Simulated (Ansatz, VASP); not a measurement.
AlAs in VASP and in Ansatz

```
Al As
1.0
     0.00000    2.86421    2.86421
     2.86421    0.00000    2.86421
     2.86421    2.86421    0.00000
Al As
1 1
Direct
  0.00000 0.00000 0.00000
  0.25000 0.25000 0.25000
```

Alike in both runs: functional PBE; k mesh 8 × 8 × 8; occupations gaussian, width 0.02 eV; no spin polarisation.

Ansatz relaxed the structure, and its values are those at the end. VASP's run is a single point on that final structure, the one shown.

|  | VASP | Ansatz |
| --- | --- | --- |
| version | VASP 6.6.1 | Ansatz 0.2.0 |
| potentials or method | VASP PAW PBE potentials, release 64 (Al, As), cutoff 500 eV | scalar-relativistic, plane waves, PAW |
| valence electrons in the cell | 8 | 18 |

|  | VASP | Ansatz | Ansatz less VASP |
| --- | --- | --- | --- |
| gap on the k mesh at the Fermi level (eV) | 1.49 | 1.50 | +0.009 |
| least direct gap on the mesh (eV) | 1.78 | 1.78 | -0.005 |
| pressure (GPa) | 0.2 | 0.0 | -0.16 |

VASP's potentials hold 8 valence electrons a cell and Ansatz's 18, so a difference there can come from the potentials and not from the codes.
